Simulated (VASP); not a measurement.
# La3Tl (Pm-3m) in VASP: a series of runs, part 2 of 2

VASP 6.6.1. Earlier steps stand in the parts before.

### 3 Electric field gradients, LDA

This run uses another cell than the first one, of 32.39 Å³/atom.

File INCAR:

```
SYSTEM = La3Tl
PREC = Accurate
ENCUT = 520
EDIFF = 1E-8
ISMEAR = -1
SIGMA = 0.08
LREAL = .False.
LASPH = .True.
NELM = 60
ALGO = Normal
ISIF = 2
LWAVE = .False.
LCHARG = .False.
LEFG = .True.
NBANDS = 31
```

File KPOINTS:

```
Automatic mesh
0
Gamma
  8 8 8
  0 0 0
```

File POSCAR:

```
La3Tl
1.0
    5.0600000000      0.0000000000      0.0000000000
    0.0000000000      5.0600000000      0.0000000000
    0.0000000000      0.0000000000      5.0600000000
La Tl
3 1
Direct
    0.0000000000      0.5000000000      0.5000000000
    0.5000000000      0.0000000000      0.5000000000
    0.5000000000      0.5000000000      0.0000000000
    0.0000000000      0.0000000000      0.0000000000
```

Potentials or basis: VASP PAW LDA potentials, release 64 (La, Tl_d).

Launch:

```
$ cat potpaw_LDA.64/La/POTCAR potpaw_LDA.64/Tl_d/POTCAR > POTCAR
$ mpirun -np 1 vasp_std > vasp.out
```

OUTCAR:

```text
SYSTEM = La3Tl
   PREC = Accurate
   ENCUT = 520
   EDIFF = 1E-8
   ISMEAR = -1
   LREAL = .False.
   LASPH = .True.
   NELM = 60
   ISIF = 2

 ion  position               nearest neighbor table
   1  0.000  0.500  0.500-   2 3.58   3 3.58   4 3.58   3 3.58   4 3.58   2 3.58   4 3.58   4 3.58
                             2 3.58   3 3.58   3 3.58   2 3.58
   2  0.500  0.000  0.500-   1 3.58   3 3.58   4 3.58   3 3.58   4 3.58   1 3.58   3 3.58   3 3.58
                             1 3.58   4 3.58   4 3.58   1 3.58
   3  0.500  0.500  0.000-   1 3.58   2 3.58   4 3.58   1 3.58   2 3.58   2 3.58   4 3.58   2 3.58
                             1 3.58   4 3.58   1 3.58   4 3.58
   4  0.000  0.000  0.000-   1 3.58   2 3.58   3 3.58   1 3.58   2 3.58   1 3.58   3 3.58   1 3.58
                             2 3.58   3 3.58   2 3.58   3 3.58

  LATTYP: Found a simple cubic cell.
[... 1049 lines left out ...]
   1     127.579   -63.789   -63.789     0.000     0.000    -0.000
   2     -63.789   127.579   -63.789     0.000    -0.000    -0.000
   3     -63.789   -63.789   127.579     0.000    -0.000    -0.000
   4       0.000     0.000     0.000     0.000    -0.000    -0.000
---------------------------------------------------------------------

 Electric field gradients after diagonalization (V/A^2)
 (convention: |V_zz| > |V_xx| > |V_yy|)
----------------------------------------------------------------------
 ion       V_xx      V_yy      V_zz     asymmetry (V_yy - V_xx)/ V_zz
----------------------------------------------------------------------
   1     -63.789   -63.789   127.579       0.000
   2     -63.789   -63.789   127.579       0.000
   3     -63.789   -63.789   127.579       0.000
   4       0.000     0.000     0.000      -0.223
----------------------------------------------------------------------

           NMR quadrupolar parameters

 Cq : quadrupolar parameter    Cq=e*Q*V_zz/h
 eta: asymmetry parameters     (V_yy - V_xx)/ V_zz
 Q  : nuclear electric quadrupole moment in mb (millibarn)
----------------------------------------------------------------------
 ion       Cq(MHz)       eta       Q (mb)
----------------------------------------------------------------------
   1       0.308       0.000       1.000
   2       0.308       0.000       1.000
   3       0.308       0.000       1.000
   4       0.000      -0.223       1.000
----------------------------------------------------------------------
```

stdout:

```text
POSCAR found type information on POSCAR LaTl
 POSCAR found :  2 types and       4 ions
 scaLAPACK will be used
 LDA part: xc-table for (Slater(with rela. corr.)+CA(PZ))
 , standard interpolation
 POSCAR, INCAR and KPOINTS ok, starting setup
 FFT: planning ... GRIDC
 FFT: planning ... GRID_SOFT
 FFT: planning ... GRID
 WAVECAR not read
 entering main loop
ion   1

ion   2

ion   3

ion   4
```

It took 2.8 min on 1 thread of Intel Xeon Platinum 8259CL at 2.50GHz (Skylake/Cascade Lake), shared host; peak memory 0.29 GiB.

What came out:

```yaml
Free_energy: -20.8263 eV
Pressure: -3.6 GPa
Band_gap_on_the_k_mesh: zero (bands 23 and 24 overlap by 1.07 eV)
Largest_electric_field_gradient_by_atom: La +127.6; Tl +0.0 V/Å²
```

Levels at points of the mesh, in eV from the Fermi level:
```csv
k point,band 21,band 22,band 23,band 24,band 25,band 26
"(0.00, 0.00, 0.00)",-0.81,-0.81,-0.77,-0.77,0.78,0.78
"(0.50, 0.00, 0.00)",-0.73,-0.73,-0.60,0.69,1.03,1.06
"(0.50, 0.50, 0.00)",-1.35,-0.07,-0.07,0.26,0.63,1.00
"(0.50, 0.50, 0.50)",-1.06,0.30,0.30,0.30,1.14,1.34
```

Electric field gradients, principal values (V/Å²):
```
atom    least   middle  greatest (by size)
1 La  -63.789  -63.789             127.579
2 La  -63.789  -63.789             127.579
3 La  -63.789  -63.789             127.579
4 Tl    0.000    0.000               0.000
```

Caveat: the cell stands under tension; without QUAD_EFG the Cq values of the log hold for a quadrupole moment of 1 mb, not for the nuclei; spin-orbit coupling is left out, which moves the levels of the heavy elements.

### 4 Single point, LDA

This run uses another cell than the first one, of 32.39 Å³/atom.

POSCAR is that of step 3.

File INCAR.step1:

```
SYSTEM = La3Tl
PREC     = Accurate       ! precision mode
ENCUT    = 520            ! plane-wave cutoff, eV
EDIFF    = 1E-6           ! SCF threshold, eV
ISMEAR   = -1             ! smearing method
SIGMA    = 0.08           ! smearing width, eV
LREAL    = .FALSE.        ! projectors in reciprocal space
LASPH    = .TRUE.         ! aspherical terms in the spheres
NELM     = 100            ! most SCF steps
ALGO     = Normal         ! electronic algorithm
ISIF     = 2              ! what is computed and relaxed
LWAVE    = .FALSE.        ! write WAVECAR
LCHARG   = .TRUE.         ! write CHGCAR
LMAXMIX  = 6              ! l up to which the mixer works
NBANDS   = 31             ! bands
```

File KPOINTS.step1:

```
Automatic mesh
0
G
  8 8 8
  0 0 0
```

File INCAR.step2:

```
SYSTEM = La3Tl
PREC     = Accurate       ! precision mode
ENCUT    = 520            ! plane-wave cutoff, eV
EDIFF    = 1E-6           ! SCF threshold, eV
ISMEAR   = -5             ! smearing method
SIGMA    = 0.08           ! smearing width, eV
LREAL    = .FALSE.        ! projectors in reciprocal space
LASPH    = .TRUE.         ! aspherical terms in the spheres
NELM     = 100            ! most SCF steps
ALGO     = Normal         ! electronic algorithm
ISIF     = 2              ! what is computed and relaxed
LWAVE    = .FALSE.        ! write WAVECAR
LCHARG   = .FALSE.        ! write CHGCAR
LMAXMIX  = 6              ! l up to which the mixer works
LORBIT   = 11             ! projections on sites
NEDOS    = 1001           ! points of the DOS
ICHARG   = 11             ! starting density
```

File KPOINTS.step2:

```
Automatic mesh
0
G
  12 12 12
  0 0 0
```

Launch:

```
$ cat potpaw_LDA.64/La/POTCAR potpaw_LDA.64/Tl_d/POTCAR > POTCAR
$ cp INCAR.step1 INCAR
$ cp KPOINTS.step1 KPOINTS
$ mpirun -np 1 vasp_std > vasp.out
$ cp INCAR.step2 INCAR
$ cp KPOINTS.step2 KPOINTS
$ mpirun -np 1 vasp_std > vasp.out
```

Run time: 6.4 min. Hardware: 1 thread of Intel Xeon Platinum 8259CL at 2.50GHz (Skylake/Cascade Lake), shared host; peak memory 0.42 GiB.

It converged, with:

| Quantity | Value |
| --- | --- |
| Valence electrons inside the program's atomic spheres | La 8.65; Tl 11.32 |

Levels at points of the mesh, in eV from the Fermi level:
```csv
k point,band 19,band 20,band 21,band 22,band 23,band 24,band 25,band 26,band 27
"(0.00, 0.00, 0.00)",-2.63,-0.82,-0.82,-0.82,-0.77,-0.77,0.78,0.78,0.78
"(0.50, 0.00, 0.00)",-2.54,-1.20,-0.74,-0.74,-0.61,0.69,1.03,1.06,1.16
"(0.50, 0.50, 0.00)",-1.43,-1.36,-1.36,-0.07,-0.07,0.25,0.62,0.99,0.99
"(0.50, 0.50, 0.50)",-1.07,-1.07,-1.07,0.29,0.29,0.29,1.14,1.37,1.38
```

Caveat: spin-orbit coupling is left out, which moves the levels of the heavy elements; tetrahedron occupations give inexact forces and stress in metals.

### 5 Overview

| task | cell | k mesh for the DOS | occupations for the DOS | gap on the mesh (eV) | pressure (GPa) |
| --- | --- | --- | --- | --- | --- |
| electric field gradients | a = 4.957 Å, 4 atoms | - | - | none | -1.3 |
| electric field gradients | a = 5.060 Å, 4 atoms | - | - | none | -3.6 |
| single point | a = 5.060 Å, 4 atoms | 12 × 12 × 12 | tetrahedron | - | - |

Alike in all rows: level LDA; potentials or basis VASP PAW LDA potentials, release 64 (La, Tl_d); no spin polarisation; k mesh 8 × 8 × 8; cutoff (eV) 520; smearing fermi-dirac 0.08 eV.

Caveats: spin-orbit coupling is left out, which moves the levels of the heavy elements; the cell stands under tension (at least some runs); tetrahedron occupations give inexact forces and stress in metals (at least some runs).

Total energies depend on the potentials used, so only differences within one code and one set of settings carry meaning.
